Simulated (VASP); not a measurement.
Input of a VASP 6.6.1 run:

The input INCAR:

```
SYSTEM = W
PREC = Accurate ; ENCUT = 600
EDIFF = 1E-7 ; ISMEAR = -1
SIGMA = 0.05 ; LREAL = .FALSE.
LASPH = .TRUE. ; NELM = 60
ALGO = Normal ; ISIF = 3
LWAVE = .FALSE. ; LCHARG = .FALSE.
GGA = PE ; IBRION = 2
NSW = 60 ; EDIFFG = -0.005
```

The input KPOINTS:

```
Automatic mesh
0
G
  17 17 17
  0 0 0
```

File POSCAR:

```
W
1.0
    0.0000000000      2.0060235071      2.0060235071
    2.0060235071      0.0000000000      2.0060235071
    2.0060235071      2.0060235071      0.0000000000
W
1
Direct
    0.0000000000      0.0000000000      0.0000000000
```

Potentials or basis: VASP PAW PBE potentials, release 64 (W_sv).

The run is started by

```bash
$ cat potpaw_PBE.64/W_sv/POTCAR > POTCAR
$ mpirun -np 1 vasp_std > vasp.out
```

Predict the band gap on the k mesh.

zero (bands 7 and 8 overlap by 3.41 eV).

What does it give for the relaxed cell?

a = 2.857 Å, b = 2.857 Å, c = 2.857 Å, α = 60.00°, β = 60.00°, γ = 60.00°.

Step by step:
```
step  energy change (eV)  largest force (eV/Å)  pressure (GPa)  volume (Å³)
   1              0.0000                0.0000            6.13        16.15
   2              0.0561                0.0000          -16.56        17.63
   3             -0.0064                0.0000           -0.17        16.50
   4             -0.0064                0.0000           -0.01        16.49
```

Caveat: spin-orbit coupling is left out, which moves the levels of the heavy elements.
